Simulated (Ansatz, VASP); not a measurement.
## Two plane-wave programs on Pd

```
Pd
1.0
     0.00000    1.92028    1.92028
     1.92028    0.00000    1.92028
     1.92028    1.92028    0.00000
Pd
1
Direct
  0.00000 0.00000 0.00000
```

Alike in both runs: task single point; functional LDA; k mesh 14 × 14 × 14; collinear spin.

|  | VASP | Ansatz |
| --- | --- | --- |
| version | VASP 6.6.1 | Ansatz 0.2.0 |
| potentials or method | VASP PAW LDA potentials, release 64 (Pd), cutoff 520 eV | plane waves (420 eV) with PAW, scalar-relativistic |
| occupations | methfessel-paxton of order 1, width 0.03 eV | cold, width 0.03 eV |
| valence electrons in the cell | 10 | 18 |

```csv
,VASP,Ansatz,Ansatz less VASP
pressure (GPa),0.4,0.1,-0.30
net moment per atom (μB),0.32,0.33,+0.008
size of the moment on the site where the two differ most (μB),0.32,0.32,+0.008
```

Ansatz warns that its potentials were made for another functional, while VASP's fit it. LDA's correlation is that of Perdew and Zunger in VASP and of Perdew and Wang (1992) in Ansatz. Site moments also hang on the region over which each program counts them. VASP's potentials hold 10 valence electrons a cell and Ansatz's 18, so a difference there can come from the potentials and not from the codes. Ansatz's warnings: stability check not made.
